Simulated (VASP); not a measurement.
## Si3C2 (a cell with a defect): relaxation of the atoms with LDA

The system is Si3C2 (a cell with a defect).

```
CELL_PARAMETERS angstrom
-3.07600 -5.32779 0.00000
4.61400 -2.66389 0.00000
0.00000 0.00000 5.04800
ATOMIC_POSITIONS crystal
Si 0.50513 0.32123 0.00384
Si 0.49547 0.67098 0.49560
Si 0.25118 0.82780 0.00459
Si 0.24020 0.17543 0.49678
Si 0.00168 0.33442 0.00140
Si 0.00254 0.66968 0.49870
Si 0.99884 0.33344 0.38853
Si 0.74837 0.84269 0.99289
Si 0.75207 0.17175 0.49699
C 0.49492 0.67579 0.89200
C 0.25315 0.83746 0.39377
C 0.24539 0.16715 0.88538
C 0.00363 0.66586 0.88468
C 0.74889 0.83842 0.38972
C 0.74069 0.16648 0.88775
```

```
Program                : VASP 6.6.1
Task                   : relaxation of the atoms
Functional             : LDA
Potentials or basis    : VASP PAW LDA potentials, release 64 (Si, C)
Cutoff                 : 520 eV
k mesh                 : 2 × 3 × 3
Occupations            : gaussian, width 0.05 eV
Spin                   : no spin polarisation
Dipole correction      : no
Charge                 : -2
Further INCAR settings : LREAL = Auto; ALGO = Normal; EDIFF = 1e-06; IBRION = 2; EDIFFG = -0.03; NSW = 80; NELECT = 62.0
```

```yaml
Energy_gained_by_relaxing: 576.1 meV/atom
Ionic_steps: 21
Largest_force_after_relaxing: 0.028 eV/Å
```

Forces on the atoms (eV/Å):
```
Si  -0.001 -0.002  0.007
Si  -0.007  0.011 -0.014
Si   0.001  0.003 -0.006
Si   0.000  0.014  0.010
Si   0.001 -0.004  0.027
Si   0.004 -0.018 -0.006
Si   0.011  0.004  0.017
Si  -0.011  0.000 -0.004
Si  -0.020  0.013  0.009
C    0.002 -0.012 -0.018
C    0.012  0.000 -0.001
C    0.009 -0.001 -0.007
C   -0.001  0.000 -0.019
C   -0.007 -0.008  0.003
C    0.008  0.000  0.002
```

The path:
```
step  energy change (eV)  largest force (eV/Å)  pressure (GPa)
   1              0.0000               14.9225           52.30
   2             -5.4006                5.9657           41.83
   3             -7.2039                3.7755           39.26
   4             -7.2281                3.9331           39.15
   5             -8.1989                1.7993           35.06
   6             -8.2457                1.4694           35.41
   7             -8.5560                0.7154           33.73
   8             -8.5582                0.8022           33.61
   9             -8.6218                0.3002           33.22
  10             -8.6219                0.2881           33.23
  11             -8.6306                0.1118           33.19
  12             -8.6306                0.1192           33.19
  13             -8.6339                0.0892           33.16
  14             -8.6355                0.1287           33.12
  15             -8.6378                0.0883           33.12
  16             -8.6381                0.0841           33.12
  17             -8.6393                0.0831           33.13
  18             -8.6395                0.0840           33.13
  19             -8.6407                0.0641           33.13
  20             -8.6410                0.0725           33.14
  21             -8.6417                0.0275           33.14
```

Final structure:
```cif
data_structure
_symmetry_space_group_name_H-M 'P 1'
_symmetry_Int_Tables_number 1
_cell_length_a 6.1520
_cell_length_b 5.3278
_cell_length_c 5.0480
_cell_angle_alpha 90.000
_cell_angle_beta 90.000
_cell_angle_gamma 90.000
_cell_volume 165.46
loop_
_atom_site_label
_atom_site_type_symbol
_atom_site_fract_x
_atom_site_fract_y
_atom_site_fract_z
_atom_site_occupancy
Si1 Si 0.49921 0.34014 0.04224 1
Si2 Si 0.49792 0.62714 0.50321 1
Si3 Si 0.25370 0.84148 0.01176 1
Si4 Si 0.31844 0.15991 0.51256 1
Si5 Si 0.99901 0.33766 0.94287 1
Si6 Si 0.99853 0.71656 0.51378 1
Si7 Si 0.99896 0.32450 0.37934 1
Si8 Si 0.74370 0.84134 0.01162 1
Si9 Si 0.68015 0.15851 0.51231 1
C1 C 0.49864 0.67464 0.88204 1
C2 C 0.25982 0.82737 0.38079 1
C3 C 0.25632 0.16671 0.87987 1
C4 C 0.99874 0.68986 0.88001 1
C5 C 0.73710 0.82629 0.38063 1
C6 C 0.74192 0.16646 0.87959 1
```

Levels at points of the mesh, in eV from the Fermi level:
```
           k point  band 27  band 28  band 29  band 30  band 31  band 32  band 33  band 34  band 35  band 36
(0.00, 0.00, 0.00)    -2.61    -2.42    -2.25    -0.16     0.50     1.01     1.42     1.48     2.70     2.89
(0.50, 0.00, 0.00)    -2.17    -1.64    -1.12    -0.16    -0.15     0.19     0.85     1.00     3.46     3.56
```

Wall time 11 min on 1 thread of Oxide Virtual Turin-like Processor (shared host), peak memory 0.18 GiB.

Caveat: the k points lie up to 0.51 Å⁻¹ apart; the cell carries a net charge on a neutralising background, which shifts energy and pressure; the cell is charged against a uniform background, so pressure and absolute levels hang on convention.
